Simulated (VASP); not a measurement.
The system is GaMo.

```
Ga Mo
1.0
     4.60504    0.00000    0.00000
     0.00000    2.73763    0.00000
     0.00000    0.00000    4.86309
Ga Mo
2 2
Cartesian
  3.4538 0.0000 3.2285
  1.1513 0.0000 1.6346
  3.4538 1.3688 0.7655
  1.1513 1.3688 4.0976
```

- Program: VASP 6.6.1
- Task: relaxation of cell and atoms
- Functional: PBE
- Potentials or basis: VASP PAW PBE potentials, release 64 (Ga_d, Mo_sv)
- Cutoff: 600 eV
- k mesh: 8 × 14 × 8
- Occupations: gaussian, width 0.1 eV
- Spin: no spin polarisation

At the start: pressure 0.2 GPa; volume 15.33 Å³/atom.

Problem. How do energy, volume and symmetry change on relaxing?

Solution. Over 12 steps the energy falls by 2.0 meV/atom and the volume is 15.36 Å³/atom (+0.2 %); space group Pmma (No. 51, to 0.1 Å) before and after.

Step by step:
| step | energy change (eV) | largest force (eV/Å) | pressure (GPa) | volume (Å³) |
| --- | --- | --- | --- | --- |
| 1 | 0.0000 | 0.1706 | 0.18 | 61.31 |
| 2 | -0.0037 | 0.0931 | -0.18 | 61.46 |
| 3 | -0.0048 | 0.1071 | -0.46 | 61.59 |
| 4 | -0.0061 | 0.0916 | 0.67 | 61.22 |
| 5 | -0.0061 | 0.0975 | 0.52 | 61.27 |
| 6 | -0.0073 | 0.0476 | 0.37 | 61.32 |
| 7 | -0.0079 | 0.0052 | 0.18 | 61.38 |
| 8 | -0.0080 | 0.0135 | 0.13 | 61.39 |
| 9 | -0.0080 | 0.0052 | -0.14 | 61.47 |
| 10 | -0.0080 | 0.0056 | -0.03 | 61.46 |
| 11 | -0.0080 | 0.0048 | -0.11 | 61.46 |
| 12 | -0.0081 | 0.0093 | 0.04 | 61.43 |

Final structure:
```
Ga Mo
1.0
     4.58584    0.00000    0.00000
     0.00000    2.74504    0.00000
     0.00000    0.00000    4.88003
Ga Mo
2 2
Direct
  0.75000 0.00000 0.65809
  0.25000 0.00000 0.34191
  0.75000 0.50000 0.15187
  0.25000 0.50000 0.84813
```
